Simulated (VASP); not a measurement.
# HfB (Fm-3m) in VASP: further runs

Aim: see how the results for HfB move with the level of theory and the settings. Levels: PBE, LDA. Tasks: single point.

Everything below comes from runs of VASP 6.6.1. Logs are shortened: lines on timing, memory, paths and dates and some standing lists are left out, and cuts for length are marked.

**1. The cell of the first run**

Symmetry: Fm-3m, No. 225, cubic system. The conventional cell has a = 4.620 Å, b = 4.620 Å, c = 4.620 Å, α = 90.00°, β = 90.00°, γ = 90.00°. Within 3.1 Å of Hf (site symmetry m-3m) lie 6 B at 2.31 Å. B (site symmetry m-3m) has 6 Hf at 2.31 Å within 3.1 Å.

**2. Single point, PBE**

File INCAR:

```
SYSTEM = HfB
PREC = Accurate ; ENCUT = 520
EDIFF = 1E-7 ; ISMEAR = 0
SIGMA = 0.028999999999999998 ; LREAL = .FALSE.
LASPH = .TRUE. ; NELM = 60
ALGO = Normal ; ISIF = 2
LWAVE = .FALSE. ; LCHARG = .FALSE.
GGA = PE ; NBANDS = 14
```

File KPOINTS:

```
regular mesh
0
G
  10 10 10
  0 0 0
```

File POSCAR:

```
HfB
1.0
    0.0000000000      2.3100000000      2.3100000000
    2.3100000000      0.0000000000      2.3100000000
    2.3100000000      2.3100000000      0.0000000000
Hf B
1 1
Direct
    0.5000000000      0.5000000000      0.5000000000
    0.0000000000      0.0000000000      0.0000000000
```

Potentials or basis: VASP PAW PBE potentials, release 64 (Hf_pv, B).

The run is started by

```sh
cat potpaw_PBE.64/Hf_pv/POTCAR potpaw_PBE.64/B/POTCAR > POTCAR
mpirun -np 1 vasp_std > vasp.out
```

OUTCAR:

```text
SYSTEM = HfB
   PREC = Accurate
   ENCUT = 520
   EDIFF = 1E-7
   ISMEAR = 0
   LREAL = .FALSE.
   LASPH = .TRUE.
   NELM = 60
   ISIF = 2
   GGA = PE

 ion  position               nearest neighbor table
   1  0.500  0.500  0.500-   2 2.31   2 2.31   2 2.31   2 2.31   2 2.31   2 2.31
   2  0.000  0.000  0.000-   1 2.31   1 2.31   1 2.31   1 2.31   1 2.31   1 2.31

  LATTYP: Found a face centered cubic cell.
 ALAT       =     4.6200000000

  Lattice vectors:

 A1 = (   0.0000000000,   2.3100000000,   2.3100000000)
 A2 = (   2.3100000000,   0.0000000000,   2.3100000000)
 A3 = (   2.3100000000,   2.3100000000,   0.0000000000)

Analysis of symmetry for initial positions (statically):
=====================================================================
 Subroutine PRICEL returns:
 Original cell was already a primitive cell.

 Routine SETGRP: Setting up the symmetry group for a
 face centered cubic supercell.

 Subroutine GETGRP returns: Found 48 space group operations
 (whereof 48 operations were pure point group operations)
 out of a pool of 48 trial point group operations.

The static configuration has the point symmetry O_h .

Analysis of symmetry for dynamics (positions and initial velocities):
=====================================================================
 Subroutine PRICEL returns:
 Original cell was already a primitive cell.

 Routine SETGRP: Setting up the symmetry group for a
 face centered cubic supercell.

 Subroutine GETGRP returns: Found 48 space group operations
 (whereof 48 operations were pure point group operations)
 out of a pool of 48 trial point group operations.

The dynamic configuration has the point symmetry O_h .

 Subroutine INISYM returns: Found 48 space group operations
 (whereof 48 operations are pure point group operations),
 and found     1 'primitive' translations

----------------------------------------------------------------------------------------

                                     Primitive cell

  volume of cell :      24.6528

  direct lattice vectors                    reciprocal lattice vectors
     0.000000000  2.310000000  2.310000000    -0.216450216  0.216450216  0.216450216
     2.310000000  0.000000000  2.310000000     0.216450216 -0.216450216  0.216450216
     2.310000000  2.310000000  0.000000000     0.216450216  0.216450216 -0.216450216

  length of vectors
     3.266833329  3.266833329  3.266833329     0.374902772  0.374902772  0.374902772

  position of ions in fractional coordinates (direct lattice)
[... 83 lines left out ...]
   IBRION =     -1    ionic relax: 0-MD 1-quasi-New 2-CG
   NFREE  =      0    steps in history (QN), initial steepest desc. (CG)
   ISIF   =      2    stress and relaxation
   ISYM   =      2    0-nonsym 1-usesym 2-fastsym
   POTIM  = 0.5000    time-step for ionic-motion
   TEBEG  =    0.0;   TEEND  =   0.0 temperature during run
   PSTRESS=    0.0 pullay stress
   NELECT =      13.0000    total number of electrons
   NUPDOWN=      -1.0000    fix difference up-down
   EMIN   =  10.00;   EMAX   =-10.00  energy-range for DOS
   EFERMI =   0.00;   METHOD = LEGACY
   ISMEAR =     0;   SIGMA  =   0.03  broadening in eV -4-tet -1-fermi 0-gaus
   EFERMI_NEDOS =   21; number of points for ismear=-14 and -15
   IALGO  =     38    algorithm
   IMIX   =      4    mixing-type and parameters
     AMIX     =   0.40;   BMIX     =  1.00
     AMIX_MAG =   1.60;   BMIX_MAG =  1.00
  volume/ion in A,a.u.               =      12.33        83.18
  Fermi-wavevector in a.u.,A,eV,Ry     =   1.322617  2.499383 23.800871  1.749315
  Thomas-Fermi vector in A             =   2.452285
   LORBIT       =      0    0 simple, 1 ext, 2 COOP (PROOUT), +10 PAW based schemes
   GGA     = PE    functional components
   LHFCALC =     F    Hartree Fock is set to
   AEXX    =    0.0000 exact exchange contribution
   IVDW    =     0    specifies the selected vdW correction
   LEPSILON=     F    determine dielectric tensor
   LRPA    =     F    only Hartree local field effects (RPA)
 non-spin polarized calculation
 Gauss-broadening in eV      SIGMA  =   0.03
  energy-cutoff  :      520.00
  volume of cell :       24.65
 maximum number of plane-waves:       678
   NGX = 13   NGY = 13   NGZ = 13

 number of electron      13.0000002 magnetization

 Free energy of the ion-electron system (eV)
  ---------------------------------------------------
  ext. energy  EPLUGINS =         0.00000000
  ---------------------------------------------------
  free energy    TOTEN  =       -17.14329031 eV

  energy without entropy =      -17.14227009  energy(sigma->0) =      -17.14278020

 E-fermi :   5.1007     XC(G=0): -12.3042

 val. band max:        5.0813643993   @ k =  -0.2000   0.1000   0.0000
 cond. band min:       5.1126924576   @ k =   0.5000   0.3000   0.1000
 fundamental gap:      0.0313280584
 Fermi energy:         5.1007015647

 k-point     1 :       0.0000    0.0000    0.0000
  band No.  band energies     occupation
      1     -23.1640      2.00000
      2     -23.1640      2.00000
      3     -23.1640      2.00000
      4      -4.4539      2.00000
      5       7.3309      0.00000
      6       7.3309      0.00000
      7       7.3309      0.00000
      8       9.0679      0.00000
      9       9.0679      0.00000
     10       9.0679      0.00000
     11       9.3560      0.00000
     12       9.3560      0.00000
     13      16.8056      0.00000
     14      18.1267      0.00000
[... 377 lines left out ...]
      1     -23.7084      2.00000
      2     -23.3850      2.00000
      3     -23.3621      2.00000
      4      -1.5087      2.00000
      5       2.9683      2.00000
      6       4.3494      2.00000
      7       6.4723      0.00000
      8       7.2890      0.00000
      9      11.4869      0.00000
     10      13.1158      0.00000
     11      13.3883      0.00000
     12      17.5926      0.00000
     13      18.0570      0.00000
     14      20.3475      0.00000

 [... further k-points ...]
[... 5 lines left out ...]
  --------------------------------------------------------------------------------------
  -------------------------------------------------------------------------------------
  Total        4.6502934      4.6502934      4.6502934      0.0000000      0.0000000      0.0000000
  in kB      302.2212501    302.2212501    302.2212501      0.0000000      0.0000000      0.0000000
  external PRESSURE =     302.2212501 kB  Pullay stress =       0.0000000 kB

 VOLUME and BASIS-vectors are now :
 -----------------------------------------------------------------------------
  energy-cutoff  :      520.00
  volume of cell :       24.65
      direct lattice vectors                 reciprocal lattice vectors
     0.000000000  2.310000000  2.310000000    -0.216450216  0.216450216  0.216450216
     2.310000000  0.000000000  2.310000000     0.216450216 -0.216450216  0.216450216
     2.310000000  2.310000000  0.000000000     0.216450216  0.216450216 -0.216450216

 POSITION                                       TOTAL-FORCE (eV/Angst)
 -----------------------------------------------------------------------------------
      2.31000      2.31000      2.31000        -0.000000     -0.000000     -0.000000
      0.00000      0.00000      0.00000         0.000000      0.000000      0.000000
 -----------------------------------------------------------------------------------
    total drift:                               -0.000000     -0.000000      0.000000

  FREE ENERGIE OF THE ION-ELECTRON SYSTEM (eV)
  ---------------------------------------------------
  free  energy   TOTEN  =       -17.1432903078 eV

  energy  without entropy=      -17.1422700873  energy(sigma->0) =      -17.14278020
```

OSZICAR:

```text
N       E                     dE             d eps       ncg     rms          rms(c)
DAV:   1     0.219548634946E+02    0.21955E+02   -0.69903E+03  1316   0.868E+02
DAV:   2    -0.177931128070E+02   -0.39748E+02   -0.37744E+02  1654   0.192E+02
DAV:   3    -0.187937815322E+02   -0.10007E+01   -0.99597E+00  1598   0.209E+01
DAV:   4    -0.187969400706E+02   -0.31585E-02   -0.31584E-02  1568   0.148E+00
DAV:   5    -0.187969567443E+02   -0.16674E-04   -0.16673E-04  1634   0.949E-02    0.666E+01
DAV:   6    -0.172024860741E+02    0.15945E+01   -0.25177E+00  1562   0.993E+00    0.416E+01
DAV:   7    -0.171789064800E+02    0.23580E-01   -0.81693E-01  1700   0.564E+00    0.956E+00
DAV:   8    -0.171430699710E+02    0.35837E-01   -0.10457E-01  1484   0.198E+00    0.116E+00
DAV:   9    -0.171432975147E+02   -0.22754E-03   -0.50148E-03  1748   0.520E-01    0.167E-01
DAV:  10    -0.171432907330E+02    0.67816E-05   -0.93443E-05  1448   0.689E-02    0.336E-02
DAV:  11    -0.171432902550E+02    0.47799E-06   -0.76641E-06  1610   0.191E-02    0.712E-03
DAV:  12    -0.171432903078E+02   -0.52747E-07   -0.18980E-07  1628   0.366E-03
   1 F= -.17143290E+02 E0= -.17142780E+02  d E =-.102022E-02
```

stdout:

```text
POSCAR found type information on POSCAR HfB
 POSCAR found :  2 types and       2 ions
 scaLAPACK will be used
 LDA part: xc-table for (Slater+PW92), standard interpolation
 POSCAR, INCAR and KPOINTS ok, starting setup
 FFT: planning ... GRIDC
 FFT: planning ... GRID_SOFT
 FFT: planning ... GRID
 WAVECAR not read
 entering main loop
```

Run time: 6.2 s. Hardware: 1 thread of Intel Xeon 6975P-C (Granite Rapids), shared host; peak memory 0.14 GiB.

What came out:

```
Free energy : -17.1433 eV
Pressure    : 30.2 GPa
```

Levels at points of the mesh, in eV from the Fermi level:
| k point | band 3 | band 4 | band 5 | band 6 | band 7 | band 8 | band 9 | band 10 | band 11 | band 12 |
| --- | --- | --- | --- | --- | --- | --- | --- | --- | --- | --- |
| (0.00, 0.00, 0.00) | -28.26 | -9.55 | 2.23 | 2.23 | 2.23 | 3.97 | 3.97 | 3.97 | 4.26 | 4.26 |
| (0.50, 0.00, 0.00) | -28.34 | -5.00 | -4.05 | -1.35 | -1.35 | 6.57 | 6.57 | 7.62 | 8.48 | 14.04 |
| (0.50, 0.50, 0.00) | -28.52 | -6.72 | -1.07 | -0.89 | 2.39 | 2.39 | 6.28 | 7.95 | 7.95 | 9.46 |

Caveat: spin-orbit coupling is left out, which moves the levels of the heavy elements.

**3. Single point, LDA (volume scaled by 0.94)**

File INCAR:

```
  PREC = Accurate
  ENCUT = 520
  EDIFF = 1E-7
  ISMEAR = -1
  SIGMA = 0.05
  LREAL = False
  LASPH = True
  NELM = 80
  ALGO = Normal
  ISIF = 2
  LWAVE = False
  LCHARG = False
  NBANDS = 14
```

File KPOINTS:

```
Automatic mesh
0
Gamma
  10 10 10
```

File POSCAR:

```
HfB
1.0
    0.0000000000      2.2628439111      2.2628439111
    2.2628439111      0.0000000000      2.2628439111
    2.2628439111      2.2628439111      0.0000000000
Hf B
1 1
Direct
    0.5000000000      0.5000000000      0.5000000000
    0.0000000000      0.0000000000      0.0000000000
```

Potentials or basis: VASP PAW LDA potentials, release 64 (Hf_pv, B).

The run is started by

```sh
cat potpaw_LDA.64/Hf_pv/POTCAR potpaw_LDA.64/B/POTCAR > POTCAR
mpirun -np 1 vasp_std > vasp.out
```

Wall time 5.7 s (1 thread of Intel Xeon 6975P-C, shared host); peak memory 0.14 GiB.

Results (log left out):

| Item | Value |
| --- | --- |
| Free energy | -18.6083 eV |
| Pressure | 37.9 GPa |

Levels at points of the mesh, in eV from the Fermi level:
| k point | band 5 | band 6 | band 7 | band 8 | band 9 | band 10 |
| --- | --- | --- | --- | --- | --- | --- |
| (0.00, 0.00, 0.00) | 2.20 | 2.20 | 2.20 | 4.16 | 4.16 | 4.16 |
| (0.50, 0.00, 0.00) | -3.56 | -1.50 | -1.50 | 6.87 | 6.87 | 8.06 |
| (0.50, 0.50, 0.00) | -1.29 | -0.55 | 2.66 | 2.66 | 6.62 | 8.36 |

Caveat: spin-orbit coupling is left out, which moves the levels of the heavy elements.

**4. Single point, LDA (volume scaled by 0.96)**

File INCAR:

```
SYSTEM = HfB
ALGO = Normal
EDIFF = 1E-6
ENCUT = 520
ISIF = 2
ISMEAR = -1
LASPH = .TRUE.
LCHARG = .FALSE.
LREAL = .FALSE.
LWAVE = .FALSE.
NBANDS = 14
NELM = 100
PREC = Accurate
SIGMA = 0.05
```

File KPOINTS:

```
k-points
0
G
  10 10 10
  0 0 0
```

File POSCAR:

```
HfB
1.0
    0.0000000000      2.2787799567      2.2787799567
    2.2787799567      0.0000000000      2.2787799567
    2.2787799567      2.2787799567      0.0000000000
Hf B
1 1
Direct
    0.5000000000      0.5000000000      0.5000000000
    0.0000000000      0.0000000000      0.0000000000
```

The run is started by

```sh
cat potpaw_LDA.64/Hf_pv/POTCAR potpaw_LDA.64/B/POTCAR > POTCAR
mpirun -np 1 vasp_std > vasp.out
```

Wall time 5.8 s (1 thread of Intel Xeon 6975P-C, shared host); peak memory 0.14 GiB.

The run converged. Its results:

```yaml
Free_energy: -18.7148 eV
Pressure: 31.3 GPa
```

Levels at points of the mesh, in eV from the Fermi level:
```tsv
k point	band 3	band 4	band 5	band 6	band 7	band 8	band 9	band 10	band 11	band 12
(0.00, 0.00, 0.00)	-27.92	-9.54	2.18	2.18	2.18	4.10	4.10	4.10	4.34	4.34
(0.50, 0.00, 0.00)	-28.02	-5.10	-3.66	-1.46	-1.46	6.72	6.72	7.87	8.82	14.52
(0.50, 0.50, 0.00)	-28.23	-6.72	-1.23	-0.63	2.58	2.58	6.48	8.17	8.17	9.98
```

Caveat: spin-orbit coupling is left out, which moves the levels of the heavy elements.

**5. Overview**

```csv
level,potentials or basis,cell,smearing,gap on the mesh (eV),pressure (GPa)
PBE,"VASP PAW PBE potentials, release 64 (Hf_pv, B)","a = 3.267 Å, angles 60.0°, 2 atoms",gaussian 0.029 eV,none,30.2
LDA,"VASP PAW LDA potentials, release 64 (Hf_pv, B)","a = 3.200 Å, angles 60.0°, 2 atoms",fermi-dirac 0.05 eV,none,37.9
LDA,"VASP PAW LDA potentials, release 64 (Hf_pv, B)","a = 3.223 Å, angles 60.0°, 2 atoms",fermi-dirac 0.05 eV,none,31.3
```

Alike in all rows: task single point; no spin polarisation; k mesh 10 × 10 × 10; cutoff (eV) 520.

Caveats: spin-orbit coupling is left out, which moves the levels of the heavy elements.

Total energies depend on the potentials used, so only differences within one code and one set of settings carry meaning.
